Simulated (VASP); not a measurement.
# NaH (I-4m2) in VASP: further runs

The runs below take NaH through single point, with r2SCAN.

Everything below comes from runs of VASP 6.6.1. Logs are shortened: lines on timing, memory, paths and dates and some standing lists are left out, and cuts for length are marked.

**1. The cell of the first run**

Symmetry: I-4m2, No. 119, tetragonal system. Conventional cell: a = 3.636 Å, b = 3.636 Å, c = 5.270 Å, α = 90.00°, β = 90.00°, γ = 90.00°. Within 3.0 Å of Na (site symmetry -4m2) lie 4 H at 2.25 Å. H (site symmetry -4m2) has 4 Na at 2.25 Å within 3.0 Å.

**2. Single point, r2SCAN (epitaxial xy strain -1.0%)**

The input, POSCAR:

```
NaH
1.0
    0.0000000000      2.5709518455      2.6352071158
    2.5709518455      0.0000000000      2.6352071158
    2.5709518455      2.5709518455      0.0000000000
Na H
1 1
Direct
    0.0000000000      0.0000000000      0.0000000000
    0.2500000000      0.2500000000      0.2500000000
```

The input, INCAR.step1:

```
PREC     = Accurate       # precision mode
ENCUT    = 520            # plane-wave cutoff, eV
ISMEAR   = 0              # smearing method
SIGMA    = 0.01           # smearing width, eV
LREAL    = F              # projectors in reciprocal space
LASPH    = T              # aspherical terms in the spheres
NELM     = 80             # most SCF steps
NBANDS   = 11             # bands
GGA      = PE             # functional
ALGO     = Normal         # electronic algorithm
EDIFF    = 1E-4           # SCF threshold, eV
LWAVE    = T              # write WAVECAR
LCHARG   = F              # write CHGCAR
```

The input, INCAR.step2:

```
PREC     = Accurate       # precision mode
ENCUT    = 520            # plane-wave cutoff, eV
EDIFF    = 1E-6           # SCF threshold, eV
ISMEAR   = 0              # smearing method
SIGMA    = 0.01           # smearing width, eV
LREAL    = F              # projectors in reciprocal space
LASPH    = T              # aspherical terms in the spheres
NELM     = 80             # most SCF steps
ALGO     = Normal         # electronic algorithm
ISIF     = 2              # what is computed and relaxed
LWAVE    = F              # write WAVECAR
LCHARG   = F              # write CHGCAR
METAGGA  = R2SCAN         # meta-GGA
LMIXTAU  = T            
NBANDS   = 11             # bands
ISTART   = 1
```

The input, KPOINTS:

```
regular mesh
0
Gamma
  8 8 8
```

Potentials or basis: VASP PAW PBE potentials, release 64 (Na_pv, H).

The run is started by

```sh
$ cat potpaw_PBE.64/Na_pv/POTCAR potpaw_PBE.64/H/POTCAR > POTCAR
$ cp INCAR.step1 INCAR
$ mpirun -np 1 vasp_std > vasp.out
$ cp INCAR.step2 INCAR
$ mpirun -np 1 vasp_std > vasp.out
```

OUTCAR:

```text
PREC = Accurate
   ENCUT = 520
   EDIFF = 1E-6
   ISMEAR = 0
   LREAL = F
   LASPH = T
   NELM = 80
   ISIF = 2
   METAGGA = R2SCAN
   ISTART = 1

 ion  position               nearest neighbor table
   1  0.000  0.000  0.000-
   2  0.250  0.250  0.250-

  LATTYP: Found a body centered tetragonal cell.
 ALAT       =     3.6358749681
 C/A-ratio  =     1.4495587109

  Lattice vectors:

 A1 = (  -2.5709518455,   0.0000000000,   2.6352071158)
 A2 = (   2.5709518455,   0.0000000000,   2.6352071158)
 A3 = (   0.0000000000,   2.5709518455,  -2.6352071158)

Analysis of symmetry for initial positions (statically):
=====================================================================
 Subroutine PRICEL returns:
 Original cell was already a primitive cell.

 Routine SETGRP: Setting up the symmetry group for a
 body centered tetragonal supercell.

 Subroutine GETGRP returns: Found  8 space group operations
 (whereof  8 operations were pure point group operations)
 out of a pool of 16 trial point group operations.

The static configuration has the point symmetry D_2d.

Analysis of symmetry for dynamics (positions and initial velocities):
=====================================================================
 Subroutine PRICEL returns:
 Original cell was already a primitive cell.

 Routine SETGRP: Setting up the symmetry group for a
 body centered tetragonal supercell.

 Subroutine GETGRP returns: Found  8 space group operations
 (whereof  8 operations were pure point group operations)
 out of a pool of 16 trial point group operations.

The dynamic configuration has the point symmetry D_2d.

 Subroutine INISYM returns: Found  8 space group operations
 (whereof  8 operations are pure point group operations),
 and found     1 'primitive' translations

----------------------------------------------------------------------------------------

                                     Primitive cell

  volume of cell :      34.8363

  direct lattice vectors                    reciprocal lattice vectors
     0.000000000  2.570951846  2.635207116    -0.194480500  0.194480500  0.189738407
     2.570951846  0.000000000  2.635207116     0.194480500 -0.194480500  0.189738407
     2.570951846  2.570951846  0.000000000     0.194480500  0.194480500 -0.189738407

  length of vectors
     3.681590680  3.681590680  3.635874968     0.334134692  0.334134692  0.334134692

  position of ions in fractional coordinates (direct lattice)
     0.000000000  0.000000000  0.000000000
     0.250000000  0.250000000  0.250000000

  ion indices of the primitive-cell ions
   primitive index   ion index
                 1           1
                 2           2

----------------------------------------------------------------------------------------

 KPOINTS: regular mesh

Automatic generation of k-mesh.
 Grid dimensions read from file:
 generate k-points for:    8    8    8

 Generating k-lattice:

  Cartesian coordinates                     Fractional coordinates (reciprocal lattice)
    -0.024310062  0.024310062  0.023717301     0.125000000  0.000000000  0.000000000
     0.024310062 -0.024310062  0.023717301     0.000000000  0.125000000  0.000000000
     0.024310062  0.024310062 -0.023717301     0.000000000  0.000000000  0.125000000

  Length of vectors
     0.041766837  0.041766837  0.041766837

  Shift w.r.t. Gamma in fractional coordinates (k-lattice)
     0.000000000  0.000000000  0.000000000

 Subroutine IBZKPT returns following result:
 ===========================================

 Found     59 irreducible k-points:

 Following reciprocal coordinates:
            Coordinates               Weight
  0.000000  0.000000  0.000000      1.000000
  0.125000  0.000000  0.000000      8.000000
  0.250000  0.000000  0.000000      8.000000
  0.375000  0.000000  0.000000      8.000000
  0.500000  0.000000  0.000000      4.000000
  0.125000  0.125000  0.000000      2.000000
[... 16 lines left out ...]
  0.250000  0.000000  0.125000     16.000000
  0.375000  0.000000  0.125000     16.000000
 [... further k-points ...]
   k-points           NKPTS =     59   k-points in BZ     NKDIM =     59   number of bands    NBANDS=     11
   number of dos      NEDOS =    301   number of ions     NIONS =      2
   total plane-waves  NPLWV =  21952
   dimension x,y,z NGX =    28 NGY =   28 NGZ =   28
   dimension x,y,z NGXF=    56 NGYF=   56 NGZF=   56
   ions per type =               1   1
   NGX,Y,Z   is equivalent  to a cutoff of  12.64, 12.64, 12.80 a.u.
   NGXF,Y,Z  is equivalent  to a cutoff of  25.29, 25.29, 25.61 a.u.
 SYSTEM =  unknown system
   PREC   = accura    normal or accurate (medium, high low for compatibility)
   ISTART =      1    job   : 0-new  1-cont  2-samecut
   ICHARG =      0    charge: 1-file 2-atom 10-const
   ISPIN  =      1    spin polarized calculation?
   LNONCOLLINEAR =      F non collinear calculations
   LSORBIT =      F    spin-orbit coupling
   LASPH  =      T    aspherical Exc in radial PAW
   ENCUT  =  520.0 eV  38.22 Ry    6.18 a.u.   6.85  6.85  6.76*2*pi/ulx,y,z
   NELM   =     80;   NELMIN=  2; NELMDL=  0     # of ELM steps
   EDIFF  = 0.1E-05   stopping-criterion for ELM
   LREAL  =      F    real-space projection
   EDIFFG = 0.1E-04   stopping-criterion for IOM
   NSW    =      0    number of steps for IOM
   IBRION =     -1    ionic relax: 0-MD 1-quasi-New 2-CG
   NFREE  =      0    steps in history (QN), initial steepest desc. (CG)
   ISIF   =      2    stress and relaxation
   ISYM   =      2    0-nonsym 1-usesym 2-fastsym
   POTIM  = 0.5000    time-step for ionic-motion
   TEBEG  =    0.0;   TEEND  =   0.0 temperature during run
   PSTRESS=    0.0 pullay stress
   NELECT =       8.0000    total number of electrons
   NUPDOWN=      -1.0000    fix difference up-down
   EMIN   =  10.00;   EMAX   =-10.00  energy-range for DOS
   EFERMI =   0.00;   METHOD = LEGACY
   ISMEAR =     0;   SIGMA  =   0.01  broadening in eV -4-tet -1-fermi 0-gaus
   EFERMI_NEDOS =   21; number of points for ismear=-14 and -15
   IALGO  =     38    algorithm
   IMIX   =      4    mixing-type and parameters
     AMIX     =   0.40;   BMIX     =  1.00
     AMIX_MAG =   1.60;   BMIX_MAG =  1.00
  volume/ion in A,a.u.               =      17.42       117.54
  Fermi-wavevector in a.u.,A,eV,Ry     =   1.002522  1.894492 13.674543  1.005051
  Thomas-Fermi vector in A             =   2.135015
   LORBIT       =      0    0 simple, 1 ext, 2 COOP (PROOUT), +10 PAW based schemes
   METAGGA = R2SCAN    functional components
   LHFCALC =     F    Hartree Fock is set to
   AEXX    =    0.0000 exact exchange contribution
   IVDW    =     0    specifies the selected vdW correction
   LEPSILON=     F    determine dielectric tensor
   LRPA    =     F    only Hartree local field effects (RPA)
 non-spin polarized calculation
 Gauss-broadening in eV      SIGMA  =   0.01
  energy-cutoff  :      520.00
  volume of cell :       34.84
 maximum number of plane-waves:       962
   NGX = 13   NGY = 13   NGZ = 13

 number of electron       8.0000010 magnetization

 Free energy of the ion-electron system (eV)
  ---------------------------------------------------
  ext. energy  EPLUGINS =         0.00000000
  ---------------------------------------------------
  free energy    TOTEN  =        -7.45967696 eV

  energy without entropy =       -7.45967696  energy(sigma->0) =       -7.45967696

 E-fermi :  -2.0337     XC(G=0):  -7.2303

 val. band max:       -2.1696923882   @ k =  -0.2500   0.2500   0.5000
 cond. band min:       1.8602562804   @ k =   0.5000   0.0000   0.0000
 fundamental gap:      4.0299486686
 Fermi energy:        -2.0337188920

 k-point     1 :       0.0000    0.0000    0.0000
  band No.  band energies     occupation
      1     -24.9671      2.00000
      2     -24.9669      2.00000
      3     -24.9627      2.00000
      4      -5.0057      2.00000
      5       6.6817      0.00000
      6      11.6183      0.00000
      7      11.6716      0.00000
      8      11.6716      0.00000
      9      14.9685      0.00000
     10      14.9844      0.00000
     11      14.9846      0.00000

 k-point     2 :       0.1250    0.0000    0.0000
  band No.  band energies     occupation
      1     -24.9731      2.00000
      2     -24.9680      2.00000
      3     -24.9646      2.00000
      4      -4.7857      2.00000
      5       5.9299      0.00000
      6      11.0932      0.00000
      7      11.4130      0.00000
      8      11.5024      0.00000
      9      15.2060      0.00000
     10      15.4045      0.00000
     11      15.4063      0.00000

 k-point     3 :       0.2500    0.0000    0.0000
  band No.  band energies     occupation
      1     -24.9896      2.00000
      2     -24.9699      2.00000
      3     -24.9674      2.00000
      4      -4.1713      2.00000
      5       4.2766      0.00000
      6      10.1649      0.00000
      7      11.0576      0.00000
      8      11.2509      0.00000
      9      14.1023      0.00000
     10      14.6149      0.00000
     11      15.4981      0.00000

 k-point     4 :       0.3750    0.0000    0.0000
  band No.  band energies     occupation
      1     -25.0061      2.00000
      2     -24.9719      2.00000
      3     -24.9699      2.00000
      4      -3.3532      2.00000
      5       2.6268      0.00000
      6       9.5631      0.00000
      7      10.8520      0.00000
      8      11.1469      0.00000
      9      13.1354      0.00000
     10      13.5506      0.00000
     11      14.6812      0.00000
[... 239 lines left out ...]
 k-point    22 :       0.1250    0.0000    0.1250
  band No.  band energies     occupation
      1     -24.9740      2.00000
      2     -24.9697      2.00000
      3     -24.9650      2.00000
      4      -4.7081      2.00000
      5       5.8278      0.00000
      6      10.5791      0.00000
      7      10.6002      0.00000
      8      12.9260      0.00000
      9      13.2762      0.00000
     10      15.0521      0.00000
     11      16.6944      0.00000

 k-point    23 :       0.2500    0.0000    0.1250
  band No.  band energies     occupation
      1     -24.9861      2.00000
      2     -24.9720      2.00000
      3     -24.9679      2.00000
      4      -4.2214      2.00000
      5       4.7194      0.00000
      6       9.5133      0.00000
      7      10.0151      0.00000
      8      12.1377      0.00000
      9      13.6181      0.00000
     10      14.6451      0.00000
     11      16.4600      0.00000

 k-point    24 :       0.3750    0.0000    0.1250
  band No.  band energies     occupation
      1     -25.0014      2.00000
      2     -24.9744      2.00000
      3     -24.9712      2.00000
      4      -3.4584      2.00000
      5       3.2166      0.00000
      6       8.4827      0.00000
      7       9.8109      0.00000
      8      11.2585      0.00000
      9      13.5429      0.00000
     10      15.1841      0.00000
     11      16.0946      0.00000

 [... further k-points ...]

------------------------ aborting loop because EDIFF is reached ----------------------------------------

  FORCE on cell =-STRESS in cart. coord.  units (eV):
  Direction    XX          YY          ZZ          XY          YZ          ZX
  --------------------------------------------------------------------------------------
  -------------------------------------------------------------------------------------
  Total       -0.0057259     -0.0057259     -0.0241228      0.0000000      0.0000000      0.0000000
  in kB       -0.2633444     -0.2633444     -1.1094453      0.0000000      0.0000000      0.0000000
  external PRESSURE =      -0.5453780 kB  Pullay stress =       0.0000000 kB

 VOLUME and BASIS-vectors are now :
 -----------------------------------------------------------------------------
  energy-cutoff  :      520.00
  volume of cell :       34.84
      direct lattice vectors                 reciprocal lattice vectors
     0.000000000  2.570951846  2.635207116    -0.194480500  0.194480500  0.189738407
     2.570951846  0.000000000  2.635207116     0.194480500 -0.194480500  0.189738407
     2.570951846  2.570951846  0.000000000     0.194480500  0.194480500 -0.189738407

 POSITION                                       TOTAL-FORCE (eV/Angst)
 -----------------------------------------------------------------------------------
      0.00000      0.00000      0.00000        -0.000000     -0.000000     -0.000000
      1.28548      1.28548      1.31760         0.000000      0.000000      0.000000
 -----------------------------------------------------------------------------------
    total drift:                                0.000003      0.000003     -0.000002

  FREE ENERGIE OF THE ION-ELECTRON SYSTEM (eV)
  ---------------------------------------------------
  free  energy   TOTEN  =        -7.4596769629 eV

  energy  without entropy=       -7.4596769629  energy(sigma->0) =       -7.45967696
```

Run time: 50 s. Hardware: 1 thread of Intel Xeon Platinum 8488C (Sapphire Rapids), shared host; peak memory 0.16 GiB.

What came out:

```
Free energy            : -7.4597 eV
Pressure               : -0.1 GPa
Band gap on the k mesh : 4.03 eV (least direct gap 4.75 eV)
```

Levels at points of the mesh, in eV from the valence-band top:
| k point | band 1 | band 2 | band 3 | band 4 | band 5 | band 6 | band 7 | band 8 |
| --- | --- | --- | --- | --- | --- | --- | --- | --- |
| (0.00, 0.00, 0.00) | -22.80 | -22.80 | -22.79 | -2.84 | 8.85 | 13.79 | 13.84 | 13.84 |
| (0.50, 0.00, 0.00) | -22.84 | -22.80 | -22.80 | -0.72 | 4.03 | 11.54 | 12.97 | 13.32 |
| (0.50, 0.50, 0.00) | -22.84 | -22.81 | -22.81 | -0.18 | 5.38 | 7.95 | 10.55 | 10.55 |
| (0.50, 0.00, 0.50) | -22.84 | -22.82 | -22.81 | -0.07 | 5.61 | 7.87 | 10.27 | 10.29 |

Caveat: the cell differs from its parent crystal (epitaxial xy strain -1.0%); the structure was generated, so it needn't be the stable form of NaH; the PAW data sets were made with another functional, which shifts forces and pressure a little.

(Part 1 of 2 ends here.)
